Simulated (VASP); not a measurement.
# Si7C (P1) in VASP: single point with PBEsol

Aim: the single point of Si7C with PBEsol.

Everything below comes from runs of VASP 6.6.1. Logs are shortened: lines on timing, memory, paths and dates and some standing lists are left out, and cuts for length are marked.

## (1) The cell of the first run

The typed cell holds 64 atoms: a = 10.338 Å, b = 10.338 Å, c = 10.338 Å, α = 90.00°, β = 90.00°, γ = 90.00°.

## (2) Single point, PBEsol

File INCAR:

```
SYSTEM = Si7C
PREC     = Accurate       ! precision mode
ENCUT    = 520            ! plane-wave cutoff, eV
EDIFF    = 1E-7           ! SCF threshold, eV
ISMEAR   = -1             ! smearing method
SIGMA    = 0.05           ! smearing width, eV
LREAL    = Auto         
LASPH    = .TRUE.         ! aspherical terms in the spheres
NELM     = 100            ! most SCF steps
ALGO     = Normal         ! electronic algorithm
ISIF     = 2              ! what is computed and relaxed
LWAVE    = .FALSE.        ! write WAVECAR
LCHARG   = .TRUE.         ! write CHGCAR
GGA      = PS             ! functional
LELF     = .TRUE.         ! ELF
LVHAR    = .TRUE.       
NBANDS   = 166            ! bands
```

File KPOINTS:

```
Automatic mesh
0
Gamma
  1 1 1
  0.5 0.5 0.5
```

File POSCAR:

```
Si7C
1.0
   10.3380706614      0.0000000000      0.0000000000
    0.0000000000     10.3380706614      0.0000000000
    0.0000000000      0.0000000000     10.3380706614
Si C
56 8
Direct
    0.0078260000      0.9952910000      0.0361170000
    0.0055270000      0.0024950000      0.4935710000
    0.0054780000      0.5065150000      0.0039880000
    0.4935280000      0.0031820000      0.0123780000
    0.4943410000      0.0077580000      0.4867220000
    0.5115650000      0.4857820000      0.9901520000
    0.5166070000      0.4716310000      0.4728390000
    0.1270100000      0.1247920000      0.6279110000
    0.1407790000      0.6482390000      0.1099120000
    0.1038080000      0.6056320000      0.6015900000
    0.6127680000      0.1467270000      0.1417550000
    0.6236370000      0.1382870000      0.6243670000
    0.6333990000      0.6232870000      0.1289120000
    0.6196730000      0.6083810000      0.6231570000
    0.2376030000      0.2217090000      0.0323050000
    0.2509390000      0.2537060000      0.4939400000
    0.2422790000      0.7484260000      0.4890210000
    0.7274700000      0.2704150000      0.9882710000
    0.7294140000      0.2668720000      0.4705950000
    0.7749110000      0.7703780000      0.0237150000
    0.7541530000      0.7407430000      0.5037140000
    0.3941210000      0.3533710000      0.1454470000
    0.3848450000      0.3786160000      0.6263840000
    0.3407830000      0.8824440000      0.1219580000
    0.3723340000      0.8741240000      0.6215330000
    0.8774060000      0.3683630000      0.1256490000
    0.8752000000      0.3921750000      0.6025230000
    0.8827970000      0.8735920000      0.6255450000
    0.2516830000      0.9979130000      0.7594080000
    0.2488830000      0.5028220000      0.2470070000
    0.2442880000      0.5041770000      0.7503370000
    0.7650320000      0.9912970000      0.2304450000
    0.7534950000      0.0031400000      0.7499290000
    0.7317420000      0.4697170000      0.2685290000
    0.7357330000      0.4871140000      0.7662700000
    0.3728550000      0.1332390000      0.3379130000
    0.3763090000      0.1332720000      0.8820670000
    0.3821500000      0.6189280000      0.3760100000
    0.3576990000      0.6401560000      0.8962610000
    0.8734660000      0.1262150000      0.3665490000
    0.8744800000      0.1279580000      0.8890680000
    0.8836850000      0.6037620000      0.3835510000
    0.8687200000      0.6263310000      0.8816720000
    0.0209030000      0.2292330000      0.2377780000
    0.9931470000      0.2550690000      0.7448040000
    0.9922150000      0.7674630000      0.2350670000
    0.0061180000      0.7409110000      0.7519430000
    0.5153230000      0.2715620000      0.7711300000
    0.4876140000      0.7554840000      0.2423400000
    0.4965560000      0.7459100000      0.7554250000
    0.1068410000      0.3888330000      0.3837800000
    0.1275350000      0.3646360000      0.8863670000
    0.1410980000      0.9002960000      0.3469390000
    0.1391260000      0.8589760000      0.8992450000
    0.6312310000      0.8730910000      0.3666060000
    0.6305110000      0.8756670000      0.8861290000
    0.9933660000      0.4976010000      0.4940270000
    0.1359490000      0.1019620000      0.1432790000
    0.2524780000      0.7563080000      0.0067560000
    0.8827460000      0.8832030000      0.1294510000
    0.2374670000      0.0153760000      0.2261640000
    0.5112780000      0.2573160000      0.2618920000
    0.6038440000      0.3501040000      0.3540950000
    0.6241650000      0.3810070000      0.8757000000
```

Potentials or basis: VASP PAW PBE potentials, release 64 (Si, C).

Run with:

```
cat potpaw_PBE.64/Si/POTCAR potpaw_PBE.64/C/POTCAR > POTCAR
mpirun -np 1 vasp_std > vasp.out
```

OUTCAR:

```text
SYSTEM = Si7C
   PREC = Accurate
   ENCUT = 520
   EDIFF = 1E-7
   ISMEAR = -1
   LREAL = Auto
   LASPH = .TRUE.
   NELM = 100
   ISIF = 2
   GGA = PS

 ion  position               nearest neighbor table
   1  0.008  0.995  0.036-  60 1.99  58 2.05  54 2.41  41 2.47  46 3.13
   2  0.006  0.002  0.494-   8 2.26  40 2.29  28 2.29  53 2.32
   3  0.005  0.507  0.004-  43 2.27  52 2.29   9 2.30  26 2.32
   4  0.494  0.003  0.012-  37 2.26  24 2.31  56 2.33  11 2.35
   5  0.494  0.008  0.487-  25 2.33  55 2.34  36 2.37  12 2.37
   6  0.512  0.486  0.990-  64 1.98  13 2.38  22 2.43  39 2.45
   7  0.517  0.472  0.473-  63 1.97  38 2.29  23 2.30  14 2.36  19 3.05  34 3.07
   8  0.127  0.125  0.628-   2 2.26  45 2.28  29 2.29  16 2.31
   9  0.141  0.648  0.110-  59 1.93   3 2.30  30 2.35  46 2.36  54 3.08  39 3.15
  10  0.104  0.606  0.602-  57 1.95  47 2.32  31 2.36  17 2.36
  11  0.613  0.147  0.142-  62 1.99   4 2.35  18 2.36  32 2.43  22 3.11
  12  0.624  0.138  0.624-  33 2.33  48 2.34  19 2.34   5 2.37
  13  0.633  0.623  0.129-  49 2.35  20 2.37  34 2.37   6 2.38
  14  0.620  0.608  0.623-  35 2.28  21 2.31  50 2.35   7 2.36
  15  0.238  0.222  0.032-  58 1.99  37 2.30  52 2.40  22 2.42  44 3.09
  16  0.251  0.254  0.494-   8 2.31  23 2.34  51 2.34  36 2.40
  17  0.242  0.748  0.489-  38 2.29  25 2.32  10 2.36  53 2.39
[... 33 lines left out ...]
  51  0.107  0.389  0.384-  57 1.98  16 2.34  30 2.35  44 2.41
  52  0.128  0.365  0.886-   3 2.29  45 2.31  31 2.35  15 2.40
  53  0.141  0.900  0.347-  61 1.99   2 2.32  46 2.36  17 2.39  24 3.12
  54  0.139  0.859  0.899-  59 1.93  29 2.35  47 2.39   1 2.41   9 3.08  24 3.12
  55  0.631  0.873  0.367-  49 2.31  32 2.32   5 2.34  21 2.34
  56  0.631  0.876  0.886-  33 2.31  20 2.33   4 2.33  50 2.35
  57  0.993  0.498  0.494-  10 1.95  42 1.95  27 1.98  51 1.98
  58  0.136  0.102  0.143-  61 1.62  15 1.99  44 2.02   1 2.05
  59  0.252  0.756  0.007-   9 1.93  54 1.93  39 1.98  24 1.99
  60  0.883  0.883  0.129-  20 1.95  32 1.95  46 1.98   1 1.99
  61  0.237  0.015  0.226-  58 1.62  53 1.99  24 2.05  36 2.19
  62  0.511  0.257  0.262-  63 1.66  22 1.98  11 1.99  36 2.08
  63  0.604  0.350  0.354-  62 1.66  19 1.97   7 1.97  34 2.01
  64  0.624  0.381  0.876-  48 1.93  18 1.95  35 1.95   6 1.98

  LATTYP: Found a simple cubic cell.
 ALAT       =    10.3380706614

  Lattice vectors:

 A1 = (  10.3380706614,   0.0000000000,   0.0000000000)
 A2 = (   0.0000000000,  10.3380706614,   0.0000000000)
 A3 = (   0.0000000000,   0.0000000000,  10.3380706614)

Analysis of symmetry for initial positions (statically):
=====================================================================
 Subroutine PRICEL returns:
 Original cell was already a primitive cell.

 Routine SETGRP: Setting up the symmetry group for a
 simple cubic supercell.

 Subroutine GETGRP returns: Found  1 space group operations
 (whereof  1 operations were pure point group operations)
 out of a pool of 48 trial point group operations.

The static configuration has the point symmetry C_1 .

Analysis of symmetry for dynamics (positions and initial velocities):
=====================================================================
 Subroutine PRICEL returns:
 Original cell was already a primitive cell.

 Routine SETGRP: Setting up the symmetry group for a
 simple cubic supercell.

 Subroutine GETGRP returns: Found  1 space group operations
 (whereof  1 operations were pure point group operations)
 out of a pool of 48 trial point group operations.

The dynamic configuration has the point symmetry C_1 .

 Subroutine INISYM returns: Found  1 space group operations
 (whereof  1 operations are pure point group operations),
 and found     1 'primitive' translations

----------------------------------------------------------------------------------------

                                     Primitive cell

  volume of cell :    1104.8886

  direct lattice vectors                    reciprocal lattice vectors
[... 153 lines left out ...]
     0.000000000  0.000000000  0.096729848     0.000000000  0.000000000  1.000000000

  Length of vectors
     0.096729848  0.096729848  0.096729848

  Shift w.r.t. Gamma in fractional coordinates (k-lattice)
     0.500000000  0.500000000  0.500000000

 Subroutine IBZKPT returns following result:
 ===========================================

 Found      1 irreducible k-points:

 Following reciprocal coordinates:
            Coordinates               Weight
  0.500000  0.500000  0.500000      1.000000
   k-points           NKPTS =      1   k-points in BZ     NKDIM =      1   number of bands    NBANDS=    166
   number of dos      NEDOS =    301   number of ions     NIONS =     64
   total plane-waves  NPLWV = 512000
   dimension x,y,z NGX =    80 NGY =   80 NGZ =   80
   dimension x,y,z NGXF=   160 NGYF=  160 NGZF=  160
   ions per type =              56   8
   NGX,Y,Z   is equivalent  to a cutoff of  12.86, 12.86, 12.86 a.u.
   NGXF,Y,Z  is equivalent  to a cutoff of  25.73, 25.73, 25.73 a.u.
 SYSTEM =  Si7C
   PREC   = accura    normal or accurate (medium, high low for compatibility)
   ISTART =      0    job   : 0-new  1-cont  2-samecut
   ICHARG =      2    charge: 1-file 2-atom 10-const
   ISPIN  =      1    spin polarized calculation?
   LNONCOLLINEAR =      F non collinear calculations
   LSORBIT =      F    spin-orbit coupling
   LASPH  =      T    aspherical Exc in radial PAW
   ENCUT  =  520.0 eV  38.22 Ry    6.18 a.u.  19.22 19.22 19.22*2*pi/ulx,y,z
   NELM   =    100;   NELMIN=  2; NELMDL= -5     # of ELM steps
   EDIFF  = 0.1E-06   stopping-criterion for ELM
   LREAL  =      T    real-space projection
   EDIFFG = 0.1E-05   stopping-criterion for IOM
   NSW    =      0    number of steps for IOM
   IBRION =     -1    ionic relax: 0-MD 1-quasi-New 2-CG
   NFREE  =      0    steps in history (QN), initial steepest desc. (CG)
   ISIF   =      2    stress and relaxation
   ISYM   =      2    0-nonsym 1-usesym 2-fastsym
   POTIM  = 0.5000    time-step for ionic-motion
   TEBEG  =    0.0;   TEEND  =   0.0 temperature during run
   PSTRESS=    0.0 pullay stress
   NELECT =     256.0000    total number of electrons
   NUPDOWN=      -1.0000    fix difference up-down
   EMIN   =  10.00;   EMAX   =-10.00  energy-range for DOS
   EFERMI =   0.00;   METHOD = LEGACY
   ISMEAR =    -1;   SIGMA  =   0.05  broadening in eV -4-tet -1-fermi 0-gaus
   EFERMI_NEDOS =   21; number of points for ismear=-14 and -15
   IALGO  =     38    algorithm
   IMIX   =      4    mixing-type and parameters
     AMIX     =   0.40;   BMIX     =  1.00
     AMIX_MAG =   1.60;   BMIX_MAG =  1.00
  volume/ion in A,a.u.               =      17.26       116.50
  Fermi-wavevector in a.u.,A,eV,Ry     =   1.005500  1.900119 13.755896  1.011030
  Thomas-Fermi vector in A             =   2.138183
   LORBIT       =      0    0 simple, 1 ext, 2 COOP (PROOUT), +10 PAW based schemes
   GGA     = PS    functional components
   LHFCALC =     F    Hartree Fock is set to
   AEXX    =    0.0000 exact exchange contribution
   IVDW    =     0    specifies the selected vdW correction
   LEPSILON=     F    determine dielectric tensor
   LRPA    =     F    only Hartree local field effects (RPA)
 non-spin polarized calculation
  energy-cutoff  :      520.00
  volume of cell :     1104.89
 maximum number of plane-waves:     29824
 NGX is ok and might be reduce to    80
   NGX = 39   NGY = 39   NGZ = 39

 number of electron     255.9999998 magnetization

 Free energy of the ion-electron system (eV)
  ---------------------------------------------------
  ext. energy  EPLUGINS =         0.00000000
  ---------------------------------------------------
  free energy    TOTEN  =      -383.64464327 eV

  energy without entropy =     -383.64119202  energy(sigma->0) =     -383.64291764

 E-fermi :   6.7562     XC(G=0):  -9.9719

 val. band max:        6.4296190144   @ k =   0.5000   0.5000   0.5000
 cond. band min:       7.0628904200   @ k =   0.5000   0.5000   0.5000
 fundamental gap:      0.6332714056
 Fermi energy:         6.7562187097

 k-point     1 :       0.5000    0.5000    0.5000
  band No.  band energies     occupation
      1      -7.7523      2.00000
      2      -7.5459      2.00000
      3      -6.6855      2.00000
      4      -6.6009      2.00000
      5      -6.5478      2.00000
      6      -6.4436      2.00000
[... 132 lines left out ...]
    139       7.9641      0.00000
    140       7.9844      0.00000
 [bands above 140 left out]

------------------------ aborting loop because EDIFF is reached ----------------------------------------

  FORCE on cell =-STRESS in cart. coord.  units (eV):
  Direction    XX          YY          ZZ          XY          YZ          ZX
  --------------------------------------------------------------------------------------
  -------------------------------------------------------------------------------------
  Total        0.2492182      1.8124843      0.7074172     -1.0609641     -1.6595985      0.8169906
  in kB        0.3613865      2.6282480      1.0258118     -1.5384833     -2.4065514      1.1847020
  external PRESSURE =       1.3384821 kB  Pullay stress =       0.0000000 kB

 VOLUME and BASIS-vectors are now :
 -----------------------------------------------------------------------------
  energy-cutoff  :      520.00
  volume of cell :     1104.89
      direct lattice vectors                 reciprocal lattice vectors
    10.338070661  0.000000000  0.000000000     0.096729848  0.000000000  0.000000000
     0.000000000 10.338070661  0.000000000     0.000000000  0.096729848  0.000000000
     0.000000000  0.000000000 10.338070661     0.000000000  0.000000000  0.096729848

 POSITION                                       TOTAL-FORCE (eV/Angst)
 -----------------------------------------------------------------------------------
      0.08091     10.28939      0.37338        -0.001715      0.002435     -0.009844
      0.05714      0.02579      5.10257        -0.003735     -0.000274      0.000554
      0.05663      5.23639      0.04123        -0.001449      0.000860      0.004508
      5.10213      0.03290      0.12796         0.005644     -0.003140      0.004072
      5.11053      0.08020      5.03177         0.000868      0.003623      0.000123
      5.28860      5.02205     10.23626        -0.008434      0.001531      0.003612
[... 56 lines left out ...]
      6.24258      3.61940      3.66066        -0.018016     -0.006413     -0.007926
      6.45266      3.93888      9.05305         0.003825      0.000377      0.000651
 -----------------------------------------------------------------------------------
    total drift:                                0.000640     -0.006931     -0.012706

  FREE ENERGIE OF THE ION-ELECTRON SYSTEM (eV)
  ---------------------------------------------------
  free  energy   TOTEN  =      -383.6446432683 eV

  energy  without entropy=     -383.6411920167  energy(sigma->0) =     -383.64291764
```

Wall time 3.7 min (1 thread of Intel Xeon 6975P-C (Granite Rapids), shared host); peak memory 0.95 GiB.

What came out:

| Quantity | Value |
| --- | --- |
| Free energy | -383.6446 eV |
| Pressure | 0.1 GPa |
| Largest force | 0.021 eV/Å |
| Band gap on the k mesh | 0.63 eV |

Forces in eV/Å, atoms in the order of the input:
```
Si  -0.002  0.002 -0.010
Si  -0.004  0.000  0.001
Si  -0.001  0.001  0.005
Si   0.006 -0.003  0.004
Si   0.001  0.004  0.000
Si  -0.008  0.002  0.004
Si   0.000  0.005 -0.001
Si   0.004 -0.001  0.003
Si   0.002 -0.005  0.002
Si   0.001  0.001 -0.002
Si   0.004 -0.009 -0.002
Si   0.000 -0.002  0.000
Si   0.000  0.003 -0.001
Si  -0.004  0.002 -0.006
Si  -0.001  0.009 -0.004
Si   0.002 -0.003 -0.001
Si   0.002  0.001  0.001
Si   0.002 -0.005  0.002
Si   0.007 -0.003  0.002
Si   0.000 -0.007 -0.002
Si  -0.003  0.007 -0.001
Si  -0.009  0.004 -0.003
Si  -0.006  0.002  0.002
Si   0.006 -0.003  0.001
Si   0.000 -0.001 -0.005
Si   0.005  0.002 -0.003
Si  -0.004 -0.001  0.002
Si  -0.001 -0.002 -0.001
Si  -0.001  0.001  0.000
Si  -0.008  0.001 -0.008
Si   0.005 -0.004 -0.001
Si  -0.005  0.002  0.000
Si   0.002  0.002 -0.001
Si   0.004  0.005  0.000
Si   0.003 -0.001  0.009
Si  -0.008 -0.001 -0.008
Si   0.002  0.004 -0.008
Si   0.004 -0.001  0.005
Si  -0.001 -0.002 -0.001
Si  -0.004  0.006  0.008
Si  -0.001  0.004  0.005
Si  -0.002  0.006 -0.011
Si  -0.001 -0.002 -0.001
Si   0.003  0.006  0.001
Si  -0.003 -0.002  0.000
Si  -0.001 -0.006  0.004
Si   0.002  0.002  0.004
Si  -0.003 -0.006 -0.002
Si   0.000  0.004 -0.003
Si  -0.001  0.001 -0.002
Si  -0.001 -0.003 -0.003
Si   0.004  0.000  0.002
Si   0.004 -0.004  0.006
Si  -0.004  0.002 -0.005
Si   0.001 -0.002  0.002
Si  -0.001 -0.002 -0.001
C    0.006 -0.004  0.000
C    0.001 -0.006  0.008
C    0.011 -0.002  0.002
C   -0.006 -0.002  0.006
C    0.005  0.006 -0.002
C    0.010  0.007  0.015
C   -0.018 -0.006 -0.008
C    0.004  0.000  0.001
```

Levels at points of the mesh, in eV from the valence-band top:
| k point | band 124 | band 125 | band 126 | band 127 | band 128 | band 129 | band 130 | band 131 | band 132 | band 133 |
| --- | --- | --- | --- | --- | --- | --- | --- | --- | --- | --- |
| (0.50, 0.50, 0.50) | -0.30 | -0.22 | -0.07 | -0.06 | 0.00 | 0.63 | 0.80 | 0.90 | 1.04 | 1.11 |

Caveat: the k points lie up to 0.61 Å⁻¹ apart; the PAW data sets were made with another functional, which shifts forces and pressure a little. A k mesh can miss the band edges.
